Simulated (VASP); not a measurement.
# B (P6_3/mmc) in VASP: relaxation of cell and atoms with r2SCAN

Aim: the relaxation of cell and atoms of B with r2SCAN.

Everything below comes from runs of VASP 6.6.1. Logs are shortened: lines on timing, memory, paths and dates and some standing lists are left out, and cuts for length are marked.

## (1) The cell of the first run

It takes space group P6_3/mmc (No. 194, hexagonal). The conventional cell has a = 2.101 Å, b = 2.101 Å, c = 3.430 Å, α = 90.00°, β = 90.00°, γ = 120.00°. Within 2.8 Å of B (site symmetry -6m2) lie 12 B at 2.10 Å.

This isn't the form of B at room conditions, which is rhombohedral.

## (2) Relaxation of cell and atoms, r2SCAN

Input file POSCAR:

```
B
1.0
    2.1005919712      0.0000000000      0.0000000000
   -1.0502959856      1.8191660100      0.0000000000
    0.0000000000      0.0000000000      3.4302666889
B
2
Direct
    0.3333333333      0.6666666667      0.2500000000
    0.6666666667      0.3333333333      0.7500000000
```

Input file INCAR.step1:

```
PREC = Accurate
ENCUT = 1350
ISMEAR = -1
SIGMA = 0.1
LREAL = False
LASPH = True
NELM = 120
GGA = PE
ALGO = Normal
EDIFF = 1E-5
LWAVE = True
LCHARG = False
GGA_COMPAT = False
IBRION = 2
ISIF = 3
EDIFFG = -0.005
NELMIN = 4
NSW = 100
```

Input file INCAR.step2:

```
PREC = Accurate
ENCUT = 1350
EDIFF = 1E-7
ISMEAR = -1
SIGMA = 0.1
LREAL = False
LASPH = True
NELM = 120
ALGO = Normal
ISIF = 3
LWAVE = False
LCHARG = False
METAGGA = R2SCAN
LMIXTAU = True
IBRION = 2
NSW = 80
EDIFFG = -0.01
ISTART = 1
GGA_COMPAT = False
NELMIN = 4
```

Input file KPOINTS:

```
Automatic mesh
0
Gamma
  17 17 9
```

Potentials or basis: VASP PAW PBE potentials, release 64 (B_h).

Started as:

```
cat potpaw_PBE.64/B_h/POTCAR > POTCAR
cp INCAR.step1 INCAR
mpirun -np 1 vasp_std > vasp.out
cp INCAR.step2 INCAR
mpirun -np 1 vasp_std > vasp.out
```

OUTCAR:

```text
PREC = Accurate
   ENCUT = 1350
   EDIFF = 1E-7
   ISMEAR = -1
   LREAL = False
   LASPH = True
   NELM = 120
   ISIF = 3
   METAGGA = R2SCAN
   IBRION = 2
   NSW = 80
   EDIFFG = -0.01
   ISTART = 1
   NELMIN = 4

 ion  position               nearest neighbor table
   1  0.333  0.667  0.250-
   2  0.667  0.333  0.750-

  LATTYP: Found a hexagonal cell.
 ALAT       =     2.1005919712
 C/A-ratio  =     1.6330000000

  Lattice vectors:

 A1 = (   2.1005919712,   0.0000000000,   0.0000000000)
 A2 = (  -1.0502959856,   1.8191660100,   0.0000000000)
 A3 = (   0.0000000000,   0.0000000000,   3.4302666889)

Analysis of symmetry for initial positions (statically):
=====================================================================
 Subroutine PRICEL returns:
 Original cell was already a primitive cell.

 Routine SETGRP: Setting up the symmetry group for a
 hexagonal supercell.

 Subroutine GETGRP returns: Found 24 space group operations
 (whereof 12 operations were pure point group operations)
 out of a pool of 24 trial point group operations.

The static configuration has the point symmetry D_3d.
 The point group associated with its full space group is D_6h.

Analysis of symmetry for dynamics (positions and initial velocities):
=====================================================================
 Subroutine PRICEL returns:
 Original cell was already a primitive cell.

 Routine SETGRP: Setting up the symmetry group for a
 hexagonal supercell.

 Subroutine GETGRP returns: Found 24 space group operations
 (whereof 12 operations were pure point group operations)
 out of a pool of 24 trial point group operations.

The dynamic configuration has the point symmetry D_3d.
 The point group associated with its full space group is D_6h.

 Subroutine INISYM returns: Found 24 space group operations
 (whereof 12 operations are pure point group operations),
 and found     1 'primitive' translations

----------------------------------------------------------------------------------------

                                     Primitive cell

  volume of cell :      13.1082

  direct lattice vectors                    reciprocal lattice vectors
     2.100591971  0.000000000  0.000000000     0.476056280  0.274851222  0.000000000
    -1.050295986  1.819166010  0.000000000     0.000000000  0.549702443  0.000000000
     0.000000000  0.000000000  3.430266689     0.000000000  0.000000000  0.291522523

  length of vectors
     2.100591971  2.100591971  3.430266689     0.549702443  0.549702443  0.291522523

  position of ions in fractional coordinates (direct lattice)
     0.333333333  0.666666667  0.250000000
     0.666666667  0.333333333  0.750000000

  ion indices of the primitive-cell ions
   primitive index   ion index
                 1           1
                 2           2

----------------------------------------------------------------------------------------

 KPOINTS: Automatic mesh

Automatic generation of k-mesh.
 Grid dimensions read from file:
 generate k-points for:   17   17    9

 Generating k-lattice:

  Cartesian coordinates                     Fractional coordinates (reciprocal lattice)
     0.028003311  0.016167719  0.000000000     0.058823529  0.000000000  0.000000000
     0.000000000  0.032335438  0.000000000     0.000000000  0.058823529  0.000000000
     0.000000000  0.000000000  0.032391391     0.000000000  0.000000000  0.111111111

  Length of vectors
     0.032335438  0.032335438  0.032391391

  Shift w.r.t. Gamma in fractional coordinates (k-lattice)
     0.000000000  0.000000000  0.000000000

 Subroutine IBZKPT returns following result:
 ===========================================

 Found    165 irreducible k-points:

 Following reciprocal coordinates:
            Coordinates               Weight
  0.000000  0.000000  0.000000      1.000000
  0.058824 -0.000000  0.000000      6.000000
  0.117647 -0.000000  0.000000      6.000000
  0.176471 -0.000000  0.000000      6.000000
  0.235294 -0.000000  0.000000      6.000000
  0.294118 -0.000000  0.000000      6.000000
[... 16 lines left out ...]
  0.411765  0.117647  0.000000     12.000000
  0.176471  0.176471  0.000000      6.000000
 [... further k-points ...]
   k-points           NKPTS =    165   k-points in BZ     NKDIM =    165   number of bands    NBANDS=      7
   number of dos      NEDOS =    301   number of ions     NIONS =      2
   total plane-waves  NPLWV =  32928
   dimension x,y,z NGX =    28 NGY =   28 NGZ =   42
   dimension x,y,z NGXF=    56 NGYF=   56 NGZF=   84
   ions per type =               2
   NGX,Y,Z   is equivalent  to a cutoff of  22.16, 22.16, 20.36 a.u.
   NGXF,Y,Z  is equivalent  to a cutoff of  44.32, 44.32, 40.71 a.u.
 SYSTEM =  unknown system
   PREC   = accura    normal or accurate (medium, high low for compatibility)
   ISTART =      1    job   : 0-new  1-cont  2-samecut
   ICHARG =      0    charge: 1-file 2-atom 10-const
   ISPIN  =      1    spin polarized calculation?
   LNONCOLLINEAR =      F non collinear calculations
   LSORBIT =      F    spin-orbit coupling
   LASPH  =      T    aspherical Exc in radial PAW
   ENCUT  = 1350.0 eV  99.22 Ry    9.96 a.u.   6.29  6.29 10.28*2*pi/ulx,y,z
   NELM   =    120;   NELMIN=  4; NELMDL=  0     # of ELM steps
   EDIFF  = 0.1E-06   stopping-criterion for ELM
   LREAL  =      F    real-space projection
   EDIFFG = -.1E-01   stopping-criterion for IOM
   NSW    =     80    number of steps for IOM
   IBRION =      2    ionic relax: 0-MD 1-quasi-New 2-CG
   NFREE  =      1    steps in history (QN), initial steepest desc. (CG)
   ISIF   =      3    stress and relaxation
   ISYM   =      2    0-nonsym 1-usesym 2-fastsym
   POTIM  = 0.5000    time-step for ionic-motion
   TEBEG  =    0.0;   TEEND  =   0.0 temperature during run
   PSTRESS=    0.0 pullay stress
   NELECT =       6.0000    total number of electrons
   NUPDOWN=      -1.0000    fix difference up-down
   EMIN   =  10.00;   EMAX   =-10.00  energy-range for DOS
   EFERMI =   0.00;   METHOD = LEGACY
   ISMEAR =    -1;   SIGMA  =   0.10  broadening in eV -4-tet -1-fermi 0-gaus
   EFERMI_NEDOS =   21; number of points for ismear=-14 and -15
   IALGO  =     38    algorithm
   IMIX   =      4    mixing-type and parameters
     AMIX     =   0.40;   BMIX     =  1.00
     AMIX_MAG =   1.60;   BMIX_MAG =  1.00
  volume/ion in A,a.u.               =       6.55        44.23
  Fermi-wavevector in a.u.,A,eV,Ry     =   1.261667  2.384204 21.657789  1.591803
  Thomas-Fermi vector in A             =   2.395114
   LORBIT       =      0    0 simple, 1 ext, 2 COOP (PROOUT), +10 PAW based schemes
   METAGGA = R2SCAN    functional components
   LHFCALC =     F    Hartree Fock is set to
   AEXX    =    0.0000 exact exchange contribution
   IVDW    =     0    specifies the selected vdW correction
   LEPSILON=     F    determine dielectric tensor
   LRPA    =     F    only Hartree local field effects (RPA)
 conjugate gradient relaxation of ions
 non-spin polarized calculation
  energy-cutoff  :     1350.00
  volume of cell :       13.11
 maximum number of plane-waves:      1508
 NGX is ok and might be reduce to    28
   NGX = 13   NGY = 13   NGZ = 21

--------------------------------------- Ionic step        1  -------------------------------------------

 number of electron       6.0000000 magnetization

 Free energy of the ion-electron system (eV)
  ---------------------------------------------------
  ext. energy  EPLUGINS =         0.00000000
  ---------------------------------------------------
  free energy    TOTEN  =       -11.28932249 eV

  energy without entropy =      -11.27399102  energy(sigma->0) =      -11.28165675

------------------------ aborting loop because EDIFF is reached ----------------------------------------

  FORCE on cell =-STRESS in cart. coord.  units (eV):
  Direction    XX          YY          ZZ          XY          YZ          ZX
  --------------------------------------------------------------------------------------
  -------------------------------------------------------------------------------------
  Total       -2.3978987     -2.3978987     -0.8561622     -0.0000000     -0.0000000      0.0000000
  in kB     -293.0889827   -293.0889827   -104.6464988     -0.0000000     -0.0000000      0.0000000
  external PRESSURE =    -230.2748214 kB  Pullay stress =       0.0000000 kB
[... 89 lines left out ...]
  FREE ENERGIE OF THE ION-ELECTRON SYSTEM (eV)
  ---------------------------------------------------
  free  energy   TOTEN  =       -11.4317983059 eV

  energy  without entropy=      -11.4201791541  energy(sigma->0) =      -11.42598873

 E-fermi :  11.3534     XC(G=0): -13.1592

 val. band max:       11.3225075153   @ k =   0.3529   0.2353   0.4444
 cond. band min:      11.3701032784   @ k =   0.3529   0.2353   0.4444
 fundamental gap:      0.0475957631
 Fermi energy:        11.3533718573

 k-point     1 :       0.0000    0.0000    0.0000
  band No.  band energies     occupation
      1      -9.0258      2.00000
      2      -7.1372      2.00000
      3      -0.7173      2.00000
      4       5.7358      2.00000
      5      16.8730      0.00000
      6      31.6984      0.00000
      7      38.7323      0.00000
[... 221 lines left out ...]
 k-point    24 :       0.1765    0.1765    0.0000
  band No.  band energies     occupation
      1      -4.0088      2.00000
      2      -2.6668      2.00000
      3       6.5710      2.00000
      4      12.7599      0.00000
      5      20.8494      0.00000
      6      24.6321      0.00000
      7      24.8636      0.00000

 [... further k-points ...]

[... ionic steps 4 to 27 ...]

--------------------------------------- Ionic step       28  -------------------------------------------

 number of electron       6.0000001 magnetization

------------------------ aborting loop because EDIFF is reached ----------------------------------------

  FORCE on cell =-STRESS in cart. coord.  units (eV):
  Direction    XX          YY          ZZ          XY          YZ          ZX
  --------------------------------------------------------------------------------------
  -------------------------------------------------------------------------------------
  Total        0.8456525      0.8456525     -0.2573855      0.0000000      0.0000000     -0.0000000
  in kB       82.4527795     82.4527795    -25.0955933      0.0000000      0.0000000     -0.0000000
  external PRESSURE =      46.6033219 kB  Pullay stress =       0.0000000 kB
[... 57 lines left out ...]
  energy  without entropy=      -13.0568114372  energy(sigma->0) =      -13.06687353

--------------------------------------- Ionic step       30  -------------------------------------------

 number of electron       6.0000001 magnetization

 Free energy of the ion-electron system (eV)
  ---------------------------------------------------
  ext. energy  EPLUGINS =         0.00000000
  ---------------------------------------------------
  free energy    TOTEN  =       -13.08276608 eV

  energy without entropy =      -13.06405251  energy(sigma->0) =      -13.07340930

 E-fermi :   7.9688     XC(G=0): -11.6704

 val. band max:        7.9077046894   @ k =   0.3529   0.2353   0.0000
 cond. band min:       7.9742675402   @ k =   0.2941   0.1176   0.2222
 fundamental gap:      0.0665628508
 Fermi energy:         7.9688298533

 k-point     1 :       0.0000    0.0000    0.0000
  band No.  band energies     occupation
      1     -10.4799      2.00000
      2      -9.7439      2.00000
      3      -1.6371      2.00000
      4       1.7993      2.00000
      5      11.6878      0.00000
      6      21.5734      0.00000
      7      27.0131      0.00000
[... 221 lines left out ...]
 k-point    24 :       0.1765    0.1765    0.0000
  band No.  band energies     occupation
      1      -5.8632      2.00000
      2      -5.3464      2.00000
      3       4.8771      2.00000
      4       8.1483      0.28505
      5      16.1814      0.00000
      6      19.8044      0.00000
      7      19.8859      0.00000

 [... further k-points ...]
[... 5 lines left out ...]
  --------------------------------------------------------------------------------------
  -------------------------------------------------------------------------------------
  Total       -0.0199430     -0.0199430     -0.0175988      0.0000000     -0.0000000      0.0000000
  in kB       -1.9505779     -1.9505779     -1.7213005      0.0000000     -0.0000000      0.0000000
  external PRESSURE =      -1.8741521 kB  Pullay stress =       0.0000000 kB
[... 17 lines left out ...]
  FREE ENERGIE OF THE ION-ELECTRON SYSTEM (eV)
  ---------------------------------------------------
  free  energy   TOTEN  =       -13.0827660801 eV

  energy  without entropy=      -13.0640525103  energy(sigma->0) =      -13.07340930

 reached required accuracy - stopping structural energy minimisation
```

Run time: 49 min. Hardware: 1 thread of Intel Xeon 6975P-C (Granite Rapids), shared host; peak memory 0.21 GiB.

Results:

```yaml
Free_energy: -13.0828 eV
Relaxed_volume: 8.19 Å³/atom
Relaxed_cell: a = 1.707 Å, b = 1.707 Å, c = 6.488 Å, α = 90.00°, β = 90.00°, γ = 120.00°
Space_group_after_relaxing_to_0.1_Å: P6_3/mmc (No. 194)
Pressure_after_relaxing: -0.2 GPa
Band_gap_on_the_k_mesh: zero (bands 3 and 4 overlap by 10.84 eV)
```

Final structure:
```
B
1.0
     1.70741    0.00000    0.00000
    -0.85371    1.47866    0.00000
     0.00000    0.00000    6.48830
B
2
Cartesian
  0.0000 0.9858 1.6221
  0.8537 0.4929 4.8662
```

Levels at points of the mesh, in eV from the Fermi level:
```
           k point  band 1  band 2  band 3  band 4  band 5  band 6  band 7
(0.00, 0.00, 0.00)  -18.45  -17.71   -9.61   -6.17    3.72   13.60   19.04
```

Caveat: the volume moved by over 15 % at a fixed basis, so the end points are rough; the PAW data sets were made with another functional, which shifts forces and pressure a little.

The gap in the log of VASP goes by the Fermi energy; the results here count the filled bands.